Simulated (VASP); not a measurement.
# WC (P-6m2) in VASP: further runs

WC is run at these levels: PBEsol; tasks: electric field gradients.

Program: VASP 6.6.1. These are calculated values, not measurements. Logs are shortened: lines on timing, memory, paths and dates and some standing lists are left out, and cuts for length are marked.

## 1. The cell of the first run

Symmetry: P-6m2, No. 187, hexagonal system. The conventional cell has a = 2.907 Å, b = 2.907 Å, c = 2.837 Å, α = 90.00°, β = 90.00°, γ = 120.00°. W (site symmetry -6m2) has 6 C at 2.20 Å and 8 W at 2.84 to 2.91 Å within 3.0 Å. Within 3.0 Å of C (site symmetry -6m2) lie 6 W at 2.20 Å and 8 C at 2.84 to 2.91 Å.

## 2. Electric field gradients, PBEsol

INCAR reads:

```
SYSTEM = WC
ALGO = Normal
EDIFF = 1E-8
ENCUT = 520
GGA = PS
ISIF = 2
ISMEAR = -1
LASPH = .True.
LCHARG = .False.
LEFG = .True.
LREAL = Auto
LWAVE = .False.
NBANDS = 86
NELM = 80
PREC = Accurate
SIGMA = 0.05
```

KPOINTS reads:

```
k-points
0
Gamma
  7 7 6
  0 0 0
```

POSCAR reads:

```
WC
1.0
    5.8130000000      0.0000000000      0.0000000000
   -2.9065000000      5.0342056722      0.0000000000
    0.0000000000      0.0000000000      5.6732000000
W C
8 8
Direct
    0.0000000000      0.0000000000      0.0000000000
    0.0000000000      0.0000000000      0.5000000000
    0.0000000000      0.5000000000      0.0000000000
    0.0000000000      0.5000000000      0.5000000000
    0.5000000000      0.0000000000      0.0000000000
    0.5000000000      0.0000000000      0.5000000000
    0.5000000000      0.5000000000      0.0000000000
    0.5000000000      0.5000000000      0.5000000000
    0.3333333334      0.1666666666      0.2500000000
    0.3333333334      0.1666666666      0.7500000000
    0.3333333334      0.6666666666      0.2500000000
    0.3333333334      0.6666666666      0.7500000000
    0.8333333334      0.1666666666      0.2500000000
    0.8333333334      0.1666666666      0.7500000000
    0.8333333334      0.6666666666      0.2500000000
    0.8333333334      0.6666666666      0.7500000000
```

Potentials or basis: VASP PAW PBE potentials, release 64 (W_sv, C).

Command:

```console
cat potpaw_PBE.64/W_sv/POTCAR potpaw_PBE.64/C/POTCAR > POTCAR
mpirun -np 1 vasp_std > vasp.out
```

OUTCAR:

```text
SYSTEM = WC
   EDIFF = 1E-8
   ENCUT = 520
   GGA = PS
   ISIF = 2
   ISMEAR = -1
   LASPH = .True.
   LREAL = Auto
   NELM = 80
   PREC = Accurate

 ion  position               nearest neighbor table
   1  0.000  0.000  0.000-  13 2.20  14 2.20   9 2.20  10 2.20  15 2.20  16 2.20   2 2.84   2 2.84
                             5 2.91   5 2.91   3 2.91   3 2.91   7 2.91   7 2.91
   2  0.000  0.000  0.500-  13 2.20  14 2.20   9 2.20  10 2.20  15 2.20  16 2.20   1 2.84   1 2.84
                             6 2.91   6 2.91   4 2.91   4 2.91   8 2.91   8 2.91
   3  0.000  0.500  0.000-  15 2.20  16 2.20  11 2.20  12 2.20  13 2.20  14 2.20   4 2.84   4 2.84
                             7 2.91   7 2.91   5 2.91   1 2.91   1 2.91   5 2.91
   4  0.000  0.500  0.500-  15 2.20  16 2.20  11 2.20  12 2.20  13 2.20  14 2.20   3 2.84   3 2.84
                             8 2.91   8 2.91   6 2.91   2 2.91   2 2.91   6 2.91
   5  0.500  0.000  0.000-   9 2.20  10 2.20  13 2.20  14 2.20  11 2.20  12 2.20   6 2.84   6 2.84
                             1 2.91   1 2.91   3 2.91   7 2.91   7 2.91   3 2.91
   6  0.500  0.000  0.500-   9 2.20  10 2.20  13 2.20  14 2.20  11 2.20  12 2.20   5 2.84   5 2.84
                             2 2.91   2 2.91   4 2.91   8 2.91   8 2.91   4 2.91
   7  0.500  0.500  0.000-  11 2.20  12 2.20  15 2.20  16 2.20   9 2.20  10 2.20   8 2.84   8 2.84
                             3 2.91   3 2.91   5 2.91   5 2.91   1 2.91   1 2.91
   8  0.500  0.500  0.500-  11 2.20  12 2.20  15 2.20  16 2.20   9 2.20  10 2.20   7 2.84   7 2.84
                             4 2.91   4 2.91   6 2.91   6 2.91   2 2.91   2 2.91
   9  0.333  0.167  0.250-   5 2.20   6 2.20   1 2.20   2 2.20   7 2.20   8 2.20
[... 14 lines left out ...]
 A1 = (   5.8130000000,   0.0000000000,   0.0000000000)
 A2 = (  -2.9065000000,   5.0342056722,   0.0000000000)
 A3 = (   0.0000000000,   0.0000000000,   5.6732000000)

Analysis of symmetry for initial positions (statically):
=====================================================================
 Subroutine PRICEL returns following result:

  LATTYP: Found a hexagonal cell.
 ALAT       =     2.9065000000
 C/A-ratio  =     0.9759504559

  Lattice vectors:

 A1 = (   2.9065000000,   0.0000000000,   0.0000000000)
 A2 = (  -1.4532500000,   2.5171028361,   0.0000000000)
 A3 = (   0.0000000000,   0.0000000000,   2.8366000000)

   8 primitive cells build up your supercell.

 Routine SETGRP: Setting up the symmetry group for a
 hexagonal supercell.

 Subroutine GETGRP returns: Found 12 space group operations
 (whereof 12 operations were pure point group operations)
 out of a pool of 24 trial point group operations.

The static configuration has the point symmetry D_3h.

Analysis of symmetry for dynamics (positions and initial velocities):
=====================================================================
 Subroutine PRICEL returns following result:

  LATTYP: Found a hexagonal cell.
 ALAT       =     2.9065000000
 C/A-ratio  =     0.9759504559

  Lattice vectors:

 A1 = (   2.9065000000,   0.0000000000,   0.0000000000)
 A2 = (  -1.4532500000,   2.5171028361,   0.0000000000)
 A3 = (   0.0000000000,   0.0000000000,   2.8366000000)

   8 primitive cells build up your supercell.

 Routine SETGRP: Setting up the symmetry group for a
 hexagonal supercell.

 Subroutine GETGRP returns: Found 12 space group operations
 (whereof 12 operations were pure point group operations)
 out of a pool of 24 trial point group operations.

The dynamic configuration has the point symmetry D_3h.

 Subroutine INISYM returns: Found 12 space group operations
 (whereof 12 operations are pure point group operations),
 and found     8 'primitive' translations

----------------------------------------------------------------------------------------

                                     Primitive cell

  volume of cell :      20.7525

  direct lattice vectors                    reciprocal lattice vectors
     2.906500000  0.000000000  0.000000000     0.344056425  0.198641070  0.000000000
    -1.453250000  2.517102836  0.000000000     0.000000000  0.397282139  0.000000000
[... 94 lines left out ...]
   TEBEG  =    0.0;   TEEND  =   0.0 temperature during run
   PSTRESS=    0.0 pullay stress
   NELECT =     144.0000    total number of electrons
   NUPDOWN=      -1.0000    fix difference up-down
   EMIN   =  10.00;   EMAX   =-10.00  energy-range for DOS
   EFERMI =   0.00;   METHOD = LEGACY
   ISMEAR =    -1;   SIGMA  =   0.05  broadening in eV -4-tet -1-fermi 0-gaus
   EFERMI_NEDOS =   21; number of points for ismear=-14 and -15
   IALGO  =     38    algorithm
   IMIX   =      4    mixing-type and parameters
     AMIX     =   0.40;   BMIX     =  1.00
     AMIX_MAG =   1.60;   BMIX_MAG =  1.00
  volume/ion in A,a.u.               =      10.38        70.02
  Fermi-wavevector in a.u.,A,eV,Ry     =   1.561262  2.950358 33.164744  2.437540
  Thomas-Fermi vector in A             =   2.664353
   LORBIT       =      0    0 simple, 1 ext, 2 COOP (PROOUT), +10 PAW based schemes
   GGA     = PS    functional components
   LHFCALC =     F    Hartree Fock is set to
   AEXX    =    0.0000 exact exchange contribution
   IVDW    =     0    specifies the selected vdW correction
   LEPSILON=     F    determine dielectric tensor
   LRPA    =     F    only Hartree local field effects (RPA)
 non-spin polarized calculation
  energy-cutoff  :      520.00
  volume of cell :      166.02
 maximum number of plane-waves:      4509
 NGX is ok and might be reduce to    48
   NGX = 21   NGY = 21   NGZ = 21

 number of electron     143.9999999 magnetization

 Free energy of the ion-electron system (eV)
  ---------------------------------------------------
  ext. energy  EPLUGINS =         0.00000000
  ---------------------------------------------------
  free energy    TOTEN  =      -191.21128907 eV

  energy without entropy =     -191.18996332  energy(sigma->0) =     -191.20062620

 E-fermi :  10.9113     XC(G=0): -13.9281

 val. band max:       10.9093422947   @ k =   0.1429   0.0000   0.0000
 cond. band min:      10.9958691998   @ k =   0.1429   0.1429   0.3333
 fundamental gap:      0.0865269052
 Fermi energy:        10.9113282923

 k-point     1 :       0.0000    0.0000    0.0000
  band No.  band energies     occupation
      1     -63.0033      2.00000
      2     -62.9622      2.00000
      3     -62.9446      2.00000
      4     -62.9446      2.00000
      5     -62.9446      2.00000
      6     -62.9048      2.00000
[... 2077 lines left out ...]
     83      15.1113      0.00000
     84      15.1636      0.00000

 [... further k-points ...]

 [bands above 84 left out]

------------------------ aborting loop because EDIFF is reached ----------------------------------------

  FORCE on cell =-STRESS in cart. coord.  units (eV):
  Direction    XX          YY          ZZ          XY          YZ          ZX
  --------------------------------------------------------------------------------------
  -------------------------------------------------------------------------------------
  Total       -2.2627221     -2.2627221     -2.7920969     -0.0000000      0.0000000      0.0000000
  in kB      -21.8364700    -21.8364700    -26.9452173     -0.0000000      0.0000000      0.0000000
  external PRESSURE =     -23.5393858 kB  Pullay stress =       0.0000000 kB

 VOLUME and BASIS-vectors are now :
 -----------------------------------------------------------------------------
  energy-cutoff  :      520.00
  volume of cell :      166.02
      direct lattice vectors                 reciprocal lattice vectors
     5.813000000  0.000000000  0.000000000     0.172028213  0.099320535  0.000000000
    -2.906500000  5.034205672  0.000000000     0.000000000  0.198641070  0.000000000
     0.000000000  0.000000000  5.673200000     0.000000000  0.000000000  0.176267362

 POSITION                                       TOTAL-FORCE (eV/Angst)
 -----------------------------------------------------------------------------------
      0.00000      0.00000      0.00000        -0.000000      0.000000     -0.000000
      0.00000      0.00000      2.83660         0.000000      0.000000     -0.000000
     -1.45325      2.51710      0.00000         0.000000      0.000000      0.000000
     -1.45325      2.51710      2.83660         0.000000      0.000000     -0.000000
      2.90650      0.00000      0.00000         0.000000      0.000000      0.000000
      2.90650      0.00000      2.83660         0.000000      0.000000     -0.000000
[... 8 lines left out ...]
      2.90650      3.35614      1.41830        -0.000000      0.000000      0.000000
      2.90650      3.35614      4.25490        -0.000000      0.000000     -0.000000
 -----------------------------------------------------------------------------------
    total drift:                               -0.000001      0.000001      0.000000

  FREE ENERGIE OF THE ION-ELECTRON SYSTEM (eV)
  ---------------------------------------------------
  free  energy   TOTEN  =      -191.2112890747 eV

  energy  without entropy=     -191.1899633205  energy(sigma->0) =     -191.20062620

 Electric field gradients (V/A^2)
---------------------------------------------------------------------
 ion       V_xx      V_yy      V_zz      V_xy      V_xz      V_yz
---------------------------------------------------------------------
   1      69.440    69.440  -138.880     0.000    -0.000    -0.000
   2      69.440    69.440  -138.880     0.000     0.000    -0.000
   3      69.440    69.440  -138.880     0.000     0.000     0.000
   4      69.440    69.440  -138.880     0.000    -0.000    -0.000
   5      69.440    69.440  -138.880     0.000    -0.000    -0.000
   6      69.440    69.440  -138.880     0.000    -0.000    -0.000
[... 8 lines left out ...]
  15       0.109     0.109    -0.218     0.000    -0.000    -0.000
  16       0.109     0.109    -0.218     0.000     0.000    -0.000
---------------------------------------------------------------------

 Electric field gradients after diagonalization (V/A^2)
 (convention: |V_zz| > |V_xx| > |V_yy|)
----------------------------------------------------------------------
 ion       V_xx      V_yy      V_zz     asymmetry (V_yy - V_xx)/ V_zz
----------------------------------------------------------------------
   1      69.441    69.440  -138.880       0.000
   2      69.441    69.440  -138.880       0.000
   3      69.441    69.440  -138.880       0.000
   4      69.441    69.440  -138.880       0.000
   5      69.441    69.440  -138.880       0.000
   6      69.441    69.440  -138.880       0.000
[... 8 lines left out ...]
  15       0.109     0.109    -0.218       0.004
  16       0.109     0.109    -0.218       0.004
----------------------------------------------------------------------

           NMR quadrupolar parameters

 Cq : quadrupolar parameter    Cq=e*Q*V_zz/h
 eta: asymmetry parameters     (V_yy - V_xx)/ V_zz
 Q  : nuclear electric quadrupole moment in mb (millibarn)
----------------------------------------------------------------------
 ion       Cq(MHz)       eta       Q (mb)
----------------------------------------------------------------------
   1      -0.336       0.000       1.000
   2      -0.336       0.000       1.000
   3      -0.336       0.000       1.000
   4      -0.336       0.000       1.000
   5      -0.336       0.000       1.000
   6      -0.336       0.000       1.000
[... 8 lines left out ...]
  15      -0.001       0.004       1.000
  16      -0.001       0.004       1.000
----------------------------------------------------------------------
```

Run time: 14 min. Hardware: 1 thread of Intel Xeon Platinum 8375C at 2.90GHz (Ice Lake), shared host; peak memory 0.48 GiB.

Results:

```
Free energy                             : -191.2113 eV
Pressure                                : -2.4 GPa
Band gap on the k mesh                  : zero (bands 72 and 73 overlap by 0.77 eV)
Largest electric field gradient by atom : W -138.9; C -0.2 V/Å²
```

Electric field gradients, principal values (V/Å²):
| atom | least | middle | greatest (by size) |
| --- | --- | --- | --- |
| 1 W | 69.440 | 69.441 | -138.880 |
| 2 W | 69.440 | 69.441 | -138.880 |
| 3 W | 69.440 | 69.441 | -138.880 |
| 4 W | 69.440 | 69.441 | -138.880 |
| 5 W | 69.440 | 69.441 | -138.880 |
| 6 W | 69.440 | 69.441 | -138.880 |
| 7 W | 69.440 | 69.441 | -138.880 |
| 8 W | 69.440 | 69.441 | -138.880 |
| 9 C | 0.109 | 0.109 | -0.218 |
| 10 C | 0.109 | 0.109 | -0.218 |
| 11 C | 0.109 | 0.109 | -0.218 |
| 12 C | 0.109 | 0.109 | -0.218 |
| 13 C | 0.109 | 0.109 | -0.218 |
| 14 C | 0.109 | 0.109 | -0.218 |
| 15 C | 0.109 | 0.109 | -0.218 |
| 16 C | 0.109 | 0.109 | -0.218 |

Caveat: without QUAD_EFG the Cq values of the log hold for a quadrupole moment of 1 mb, not for the nuclei; the PAW data sets were made with another functional, which shifts forces and pressure a little; spin-orbit coupling is left out, which moves the levels of the heavy elements.

(Continued in part 2 of 2.)
